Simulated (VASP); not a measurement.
# Ta2N (sol) (P-31m) in VASP: notebook

Runs on Ta2N (sol). Level: PBEsol. Tasks: single point.

Everything below comes from runs of VASP 6.6.1. Logs are shortened: lines on timing, memory, paths and dates and some standing lists are left out, and cuts for length are marked.

## Step 1: The cell of the first run

The structure is trigonal, space group P-31m (No. 162). The conventional cell has a = 5.264 Å, b = 5.264 Å, c = 4.912 Å, α = 90.00°, β = 90.00°, γ = 120.00°. Ta (site symmetry m) has 3 N at 2.13 to 2.15 Å within 2.8 Å. N (site symmetry 32) has 6 Ta at 2.15 Å within 2.8 Å. Within 2.8 Å of N (site symmetry -3m) lie 6 Ta at 2.13 Å.

## Step 2: Single point, PBEsol

INCAR

```
  PREC = Accurate
  ENCUT = 520
  EDIFF = 1E-6
  ISMEAR = 0
  SIGMA = 0.1
  LREAL = F
  LASPH = T
  NELM = 100
  ALGO = Normal
  ISIF = 2
  LWAVE = F
  LCHARG = F
  GGA = PS
  NBANDS = 50
```

KPOINTS

```
regular mesh
0
Gamma
  9 9 8
```

POSCAR

```
Ta2N
1.0
    5.2637138401      0.0000000029      0.0000000000
   -2.6318569225      4.5585099024      0.0000000000
    0.0000000000      0.0000000000      4.9121278541
Ta N
6 3
Direct
    0.6669705071      0.6669705071      0.7526724734
    0.0000000000      0.3330294929      0.7526724734
    0.3330294929      0.0000000000      0.7526724734
    0.3330294929      0.3330294929      0.2473275266
    0.0000000000      0.6669705071      0.2473275266
    0.6669705071      0.0000000000      0.2473275266
    0.6666666667      0.3333333333      0.5000000000
    0.3333333333      0.6666666667      0.5000000000
    0.0000000000      0.0000000000      0.0000000000
```

Potentials or basis: VASP PAW PBE potentials, release 64 (Ta_pv, N).

On the command line:

```bash
cat potpaw_PBE.64/Ta_pv/POTCAR potpaw_PBE.64/N/POTCAR > POTCAR
mpirun -np 1 vasp_std > vasp.out
```

OUTCAR:

```text
PREC = Accurate
   ENCUT = 520
   EDIFF = 1E-6
   ISMEAR = 0
   LREAL = F
   LASPH = T
   NELM = 100
   ISIF = 2
   GGA = PS

 ion  position               nearest neighbor table
   1  0.667  0.667  0.753-   9 2.13   8 2.15   7 2.15   5 3.00   6 3.00   4 3.00   3 3.04   2 3.04
                             5 3.04   6 3.04   3 3.04   2 3.04   2 3.04   3 3.04   4 3.04
   2  0.000  0.333  0.753-   9 2.13   7 2.15   8 2.15   4 3.00   6 3.00   5 3.00   3 3.04   1 3.04
                             4 3.04   6 3.04   1 3.04   3 3.04   1 3.04   3 3.04   5 3.04
   3  0.333  0.000  0.753-   9 2.13   8 2.15   7 2.15   4 3.00   5 3.00   6 3.00   2 3.04   1 3.04
                             4 3.04   5 3.04   1 3.04   2 3.04   2 3.04   1 3.04   6 3.04
   4  0.333  0.333  0.247-   9 2.13   7 2.15   8 2.15   2 3.00   3 3.00   1 3.00   6 3.04   5 3.04
                             2 3.04   3 3.04   6 3.04   5 3.04   5 3.04   6 3.04   1 3.04
   5  0.000  0.667  0.247-   9 2.13   8 2.15   7 2.15   1 3.00   3 3.00   2 3.00   6 3.04   4 3.04
                             1 3.04   3 3.04   4 3.04   6 3.04   4 3.04   6 3.04   2 3.04
   6  0.667  0.000  0.247-   9 2.13   7 2.15   8 2.15   1 3.00   2 3.00   3 3.00   5 3.04   4 3.04
                             1 3.04   2 3.04   4 3.04   5 3.04   5 3.04   4 3.04   3 3.04
   7  0.667  0.333  0.500-   2 2.15   6 2.15   3 2.15   5 2.15   4 2.15   1 2.15
   8  0.333  0.667  0.500-   5 2.15   3 2.15   6 2.15   2 2.15   1 2.15   4 2.15
   9  0.000  0.000  0.000-   3 2.13   6 2.13   5 2.13   2 2.13   1 2.13   4 2.13

  LATTYP: Found a hexagonal cell.
 ALAT       =     5.2637138401
 C/A-ratio  =     0.9332057181

  Lattice vectors:

 A1 = (   5.2637138401,   0.0000000029,   0.0000000000)
 A2 = (  -2.6318569225,   4.5585099024,   0.0000000000)
 A3 = (   0.0000000000,   0.0000000000,   4.9121278541)

Analysis of symmetry for initial positions (statically):
=====================================================================
 Subroutine PRICEL returns:
 Original cell was already a primitive cell.

 Routine SETGRP: Setting up the symmetry group for a
 hexagonal supercell.

 Subroutine GETGRP returns: Found 12 space group operations
 (whereof 12 operations were pure point group operations)
 out of a pool of 24 trial point group operations.

The static configuration has the point symmetry D_3d.

Analysis of symmetry for dynamics (positions and initial velocities):
=====================================================================
 Subroutine PRICEL returns:
 Original cell was already a primitive cell.

 Routine SETGRP: Setting up the symmetry group for a
 hexagonal supercell.

 Subroutine GETGRP returns: Found 12 space group operations
 (whereof 12 operations were pure point group operations)
 out of a pool of 24 trial point group operations.

The dynamic configuration has the point symmetry D_3d.

 Subroutine INISYM returns: Found 12 space group operations
 (whereof 12 operations are pure point group operations),
 and found     1 'primitive' translations

----------------------------------------------------------------------------------------

                                     Primitive cell

  volume of cell :     117.8650

  direct lattice vectors                    reciprocal lattice vectors
     5.263713840  0.000000003  0.000000000     0.189979932  0.109684965  0.000000000
    -2.631856922  4.558509902  0.000000000    -0.000000000  0.219369930  0.000000000
     0.000000000  0.000000000  4.912127854     0.000000000  0.000000000  0.203577763

  length of vectors
     5.263713840  5.263713840  4.912127854     0.219369930  0.219369930  0.203577763

  position of ions in fractional coordinates (direct lattice)
     0.666970507  0.666970507  0.752672473
     0.000000000  0.333029493  0.752672473
     0.333029493  0.000000000  0.752672473
     0.333029493  0.333029493  0.247327527
     0.000000000  0.666970507  0.247327527
     0.666970507  0.000000000  0.247327527
     0.666666667  0.333333333  0.500000000
     0.333333333  0.666666667  0.500000000
     0.000000000  0.000000000  0.000000000

  ion indices of the primitive-cell ions
   primitive index   ion index
                 1           1
                 2           2
                 3           3
                 4           4
                 5           5
                 6           6
                 7           7
                 8           8
                 9           9

----------------------------------------------------------------------------------------

 KPOINTS: regular mesh

Automatic generation of k-mesh.
 Grid dimensions read from file:
 generate k-points for:    9    9    8

 Generating k-lattice:

  Cartesian coordinates                     Fractional coordinates (reciprocal lattice)
     0.021108881  0.012187218  0.000000000     0.111111111 -0.000000000  0.000000000
    -0.000000000  0.024374437  0.000000000     0.000000000  0.111111111  0.000000000
     0.000000000  0.000000000  0.025447220     0.000000000  0.000000000  0.125000000

  Length of vectors
     0.024374437  0.024374437  0.025447220

  Shift w.r.t. Gamma in fractional coordinates (k-lattice)
     0.000000000  0.000000000  0.000000000

 Subroutine IBZKPT returns following result:
 ===========================================

 Found     81 irreducible k-points:

 Following reciprocal coordinates:
            Coordinates               Weight
  0.000000  0.000000  0.000000      1.000000
  0.111111  0.000000  0.000000      6.000000
  0.222222  0.000000  0.000000      6.000000
  0.333333  0.000000  0.000000      6.000000
  0.444444  0.000000  0.000000      6.000000
  0.111111  0.111111  0.000000      6.000000
[... 16 lines left out ...]
 -0.111111  0.444444  0.125000     12.000000
  0.444444  0.111111  0.125000      6.000000
 [... further k-points ...]
   k-points           NKPTS =     81   k-points in BZ     NKDIM =     81   number of bands    NBANDS=     50
   number of dos      NEDOS =    301   number of ions     NIONS =      9
   total plane-waves  NPLWV =  64000
   dimension x,y,z NGX =    40 NGY =   40 NGZ =   40
   dimension x,y,z NGXF=    80 NGYF=   80 NGZF=   80
   ions per type =               6   3
   NGX,Y,Z   is equivalent  to a cutoff of  12.63, 12.63, 13.54 a.u.
   NGXF,Y,Z  is equivalent  to a cutoff of  25.27, 25.27, 27.08 a.u.
 SYSTEM =  unknown system
   PREC   = accura    normal or accurate (medium, high low for compatibility)
   ISTART =      0    job   : 0-new  1-cont  2-samecut
   ICHARG =      2    charge: 1-file 2-atom 10-const
   ISPIN  =      1    spin polarized calculation?
   LNONCOLLINEAR =      F non collinear calculations
   LSORBIT =      F    spin-orbit coupling
   LASPH  =      T    aspherical Exc in radial PAW
   ENCUT  =  520.0 eV  38.22 Ry    6.18 a.u.   9.79  9.79  9.13*2*pi/ulx,y,z
   NELM   =    100;   NELMIN=  2; NELMDL= -5     # of ELM steps
   EDIFF  = 0.1E-05   stopping-criterion for ELM
   LREAL  =      F    real-space projection
   EDIFFG = 0.1E-04   stopping-criterion for IOM
   NSW    =      0    number of steps for IOM
   IBRION =     -1    ionic relax: 0-MD 1-quasi-New 2-CG
   NFREE  =      0    steps in history (QN), initial steepest desc. (CG)
   ISIF   =      2    stress and relaxation
   ISYM   =      2    0-nonsym 1-usesym 2-fastsym
   POTIM  = 0.5000    time-step for ionic-motion
   TEBEG  =    0.0;   TEEND  =   0.0 temperature during run
   PSTRESS=    0.0 pullay stress
   NELECT =      81.0000    total number of electrons
   NUPDOWN=      -1.0000    fix difference up-down
   EMIN   =  10.00;   EMAX   =-10.00  energy-range for DOS
   EFERMI =   0.00;   METHOD = LEGACY
   ISMEAR =     0;   SIGMA  =   0.10  broadening in eV -4-tet -1-fermi 0-gaus
   EFERMI_NEDOS =   21; number of points for ismear=-14 and -15
   IALGO  =     38    algorithm
   IMIX   =      4    mixing-type and parameters
     AMIX     =   0.40;   BMIX     =  1.00
     AMIX_MAG =   1.60;   BMIX_MAG =  1.00
  volume/ion in A,a.u.               =      13.10        88.38
  Fermi-wavevector in a.u.,A,eV,Ry     =   1.444691  2.730070 28.397146  2.087131
  Thomas-Fermi vector in A             =   2.562957
   LORBIT       =      0    0 simple, 1 ext, 2 COOP (PROOUT), +10 PAW based schemes
   GGA     = PS    functional components
   LHFCALC =     F    Hartree Fock is set to
   AEXX    =    0.0000 exact exchange contribution
   IVDW    =     0    specifies the selected vdW correction
   LEPSILON=     F    determine dielectric tensor
   LRPA    =     F    only Hartree local field effects (RPA)
 non-spin polarized calculation
 Gauss-broadening in eV      SIGMA  =   0.10
  energy-cutoff  :      520.00
  volume of cell :      117.86
 maximum number of plane-waves:      3205
   NGX = 19   NGY = 19   NGZ = 19

 number of electron      81.0000003 magnetization

 Free energy of the ion-electron system (eV)
  ---------------------------------------------------
  ext. energy  EPLUGINS =         0.00000000
  ---------------------------------------------------
  free energy    TOTEN  =      -110.54540167 eV

  energy without entropy =     -110.53255610  energy(sigma->0) =     -110.53897889

 E-fermi :   7.4969     XC(G=0): -13.1781

 val. band max:        7.4964957176   @ k =   0.1111   0.0000   0.0000
 cond. band min:       7.5036672018   @ k =   0.4444   0.0000   0.1250
 fundamental gap:      0.0071714843
 Fermi energy:         7.4968878602

 k-point     1 :       0.0000    0.0000    0.0000
  band No.  band energies     occupation
      1     -28.2127      2.00000
      2     -27.8060      2.00000
      3     -27.6303      2.00000
      4     -27.6303      2.00000
      5     -27.6147      2.00000
      6     -27.6147      2.00000
[... 42 lines left out ...]
     49      10.5528      0.00000
     50      11.1334      0.00000

 k-point     2 :       0.1111    0.0000    0.0000
  band No.  band energies     occupation
      1     -28.2001      2.00000
      2     -27.8216      2.00000
      3     -27.6728      2.00000
      4     -27.6656      2.00000
      5     -27.6250      2.00000
      6     -27.5811      2.00000
[... 42 lines left out ...]
     49      10.6150      0.00000
     50      10.6857      0.00000

 k-point     3 :       0.2222    0.0000    0.0000
  band No.  band energies     occupation
      1     -28.1639      2.00000
      2     -27.8518      2.00000
      3     -27.7102      2.00000
      4     -27.6847      2.00000
      5     -27.6666      2.00000
      6     -27.5576      2.00000
[... 42 lines left out ...]
     49      10.2117      0.00000
     50      10.8103      0.00000

 k-point     4 :       0.3333    0.0000    0.0000
  band No.  band energies     occupation
      1     -28.1122      2.00000
      2     -27.8768      2.00000
      3     -27.7171      2.00000
      4     -27.7019      2.00000
      5     -27.6860      2.00000
      6     -27.5727      2.00000
[... 999 lines left out ...]
 k-point    23 :      -0.1111    0.4444    0.1250
  band No.  band energies     occupation
      1     -28.0662      2.00000
      2     -27.9255      2.00000
      3     -27.7618      2.00000
      4     -27.6776      2.00000
      5     -27.6677      2.00000
      6     -27.5705      2.00000
[... 42 lines left out ...]
     49      10.5373      0.00000
     50      10.9799      0.00000

 k-point    24 :       0.4444    0.1111    0.1250
  band No.  band energies     occupation
      1     -28.0673      2.00000
      2     -27.8516      2.00000
      3     -27.7716      2.00000
      4     -27.7204      2.00000
      5     -27.6634      2.00000
      6     -27.5699      2.00000
[... 42 lines left out ...]
     49      10.5411      0.00000
     50      10.8495      0.00000

 [... further k-points ...]
[... 5 lines left out ...]
  --------------------------------------------------------------------------------------
  -------------------------------------------------------------------------------------
  Total        0.4702757      0.4702757      0.4374860      0.0000000      0.0000000      0.0000000
  in kB        6.3926112      6.3926112      5.9468897      0.0000000      0.0000000      0.0000000
  external PRESSURE =       6.2440374 kB  Pullay stress =       0.0000000 kB

 VOLUME and BASIS-vectors are now :
 -----------------------------------------------------------------------------
  energy-cutoff  :      520.00
  volume of cell :      117.86
      direct lattice vectors                 reciprocal lattice vectors
     5.263713840  0.000000003  0.000000000     0.189979932  0.109684965  0.000000000
    -2.631856922  4.558509902  0.000000000    -0.000000000  0.219369930  0.000000000
     0.000000000  0.000000000  4.912127854     0.000000000  0.000000000  0.203577763

 POSITION                                       TOTAL-FORCE (eV/Angst)
 -----------------------------------------------------------------------------------
      1.75537      3.04039      3.69722        -0.001838     -0.003184      0.016554
     -0.87649      1.51812      3.69722        -0.001838      0.003184      0.016554
      1.75297      0.00000      3.69722         0.003677      0.000000      0.016554
      0.87649      1.51812      1.21490         0.001838      0.003184     -0.016554
     -1.75537      3.04039      1.21490         0.001838     -0.003184     -0.016554
      3.51074      0.00000      1.21490        -0.003677     -0.000000     -0.016554
      2.63186      1.51950      2.45606         0.000000      0.000000      0.000000
     -0.00000      3.03901      2.45606         0.000000      0.000000      0.000000
      0.00000      0.00000      0.00000         0.000000      0.000000      0.000000
 -----------------------------------------------------------------------------------
    total drift:                               -0.000000      0.000000     -0.000000

  FREE ENERGIE OF THE ION-ELECTRON SYSTEM (eV)
  ---------------------------------------------------
  free  energy   TOTEN  =      -110.5454016735 eV

  energy  without entropy=     -110.5325560984  energy(sigma->0) =     -110.53897889
```

Run time: 6.1 min. Hardware: 1 thread of Intel Xeon Platinum 8488C (Sapphire Rapids), shared host; peak memory 0.47 GiB.

What came out:

```yaml
Free_energy: -110.5454 eV
Pressure: 0.6 GPa
Largest_force: 0.017 eV/Å
```

Forces on the atoms (eV/Å):
```
Ta  -0.002 -0.003  0.017
Ta  -0.002  0.003  0.017
Ta   0.004  0.000  0.017
Ta   0.002  0.003 -0.017
Ta   0.002 -0.003 -0.017
Ta  -0.004  0.000 -0.017
N    0.000  0.000  0.000
N    0.000  0.000  0.000
N    0.000  0.000  0.000
```

Caveat: the PAW data sets were made with another functional, which shifts forces and pressure a little; spin-orbit coupling is left out, which moves the levels of the heavy elements.

[end of part 1 of 2]
